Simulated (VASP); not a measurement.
Set up this calculation in VASP 6.6.1, as the native input.

| Quantity | Value |
| --- | --- |
| Task | single point |
| Functional | PBE |
| Potentials or basis | VASP PAW PBE potentials, release 64 (Sb, As) |
| Cutoff | 520 eV |
| k mesh | 6 × 6 × 1 |
| Occupations | gaussian, width 0.1 eV |
| Spin | no spin polarisation |
| Dipole correction | yes |
| Further INCAR settings | ALGO = Normal; EDIFF = 1e-07; NBANDS = 14 |

The structure of SbAs2 lies in POSCAR:

```
SbAs2
1.0
    3.7444060557      0.0000000000      0.0000000000
    0.0000000000      3.7444060557      0.0000000000
    0.0000000000      0.0000000000     31.0010687500
Sb As
1 2
Direct
    0.0000000000      0.0000000000      0.2741840957
    0.0000000000      0.5000000000      0.2160151757
    0.5000000000      0.0000000000      0.3323530156
```

The cell was generated, and may not be a known phase.

These files were run (other wordings do the same):

INCAR

```
  PREC = Accurate
  ENCUT = 520
  EDIFF = 1E-7
  ISMEAR = 0
  SIGMA = 0.1
  LREAL = F
  LASPH = T
  NELM = 80
  ALGO = Normal
  ISIF = 2
  LWAVE = F
  LCHARG = F
  LDIPOL = T
  IDIPOL = 3
  DIPOL = 0.5 0.5 0.274
  GGA = PE
  NBANDS = 14
```

KPOINTS

```
Automatic mesh
0
Gamma
  6 6 1
```

Potentials or basis: VASP PAW PBE potentials, release 64 (Sb, As).

Command:

```sh
$ cat potpaw_PBE.64/Sb/POTCAR potpaw_PBE.64/As/POTCAR > POTCAR
$ mpirun -np 1 vasp_std > vasp.out
```

Results of the run:

| Quantity | Value |
| --- | --- |
| Largest force | 0.013 eV/Å |
| Band gap on the k mesh | zero (an odd number of electrons rules out a gap without spin polarisation) |

Caveat: spin-orbit coupling is left out, which moves the levels of the heavy elements; an odd number of electrons without spin polarisation forces a metal; a magnetic or distorted state may lie lower.

It took 49 s on 1 thread of Intel(R) Xeon(R) 6975P-C (Granite Rapids), on a shared host, peak memory 0.47 GiB.
